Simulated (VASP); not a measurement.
Wanted: the native input for a VASP 6.6.1 run.

| Property | Result |
| --- | --- |
| Task | electric field gradients |
| Functional | PBE |
| Potentials or basis | VASP PAW PBE potentials, release 64 (Re) |
| Cutoff | 520 eV |
| k mesh | 14 × 14 × 14 |
| Occupations | fermi-dirac, width 0.03 eV |
| Spin | no spin polarisation |
| Dipole correction | no |
| Further INCAR settings | ALGO = Normal; EDIFF = 1e-08; NBANDS = 10 |

The structure of Re lies in POSCAR:

```
Re
1.0
    0.0592500000      2.0046250000      2.0046250000
    2.0046250000      0.0592500000      2.0046250000
    2.0046250000      2.0046250000      0.0592500000
Re
1
Direct
    0.0000000000      0.0000000000      0.0000000000
```

This cell differs from its parent crystal: equal xy, yz and zx shear strains of +3 %.

These files were run (other wordings do the same):

INCAR

```
ALGO = Normal ; EDIFF = 1E-8
ENCUT = 520 ; GGA = PE
ISIF = 2 ; ISMEAR = -1
LASPH = T ; LCHARG = F
LEFG = T ; LREAL = F
LWAVE = F ; NBANDS = 10
NELM = 60 ; PREC = Accurate
SIGMA = 0.03
```

KPOINTS

```
k-points
0
Gamma
  14 14 14
```

Potentials or basis: VASP PAW PBE potentials, release 64 (Re).

The run is started by

```console
$ cat potpaw_PBE.64/Re/POTCAR > POTCAR
$ mpirun -np 1 vasp_std > vasp.out
```

It gave:

- Pressure: -8.8 GPa
- Band gap on the k mesh: zero (an odd number of electrons rules out a gap without spin polarisation)
- Largest electric field gradient by atom: Re +101.5 V/Å²

Caveat: the cell differs from its parent crystal (equal xy, yz and zx shear strains of +3 %); the cell stands under tension; without QUAD_EFG the Cq values of the log hold for a quadrupole moment of 1 mb, not for the nuclei; spin-orbit coupling is left out, which moves the levels of the heavy elements.

Wall time 41 s on 1 thread of Intel(R) Xeon(R) Platinum 8488C (Sapphire Rapids), with other jobs on the host, peak memory 0.18 GiB.
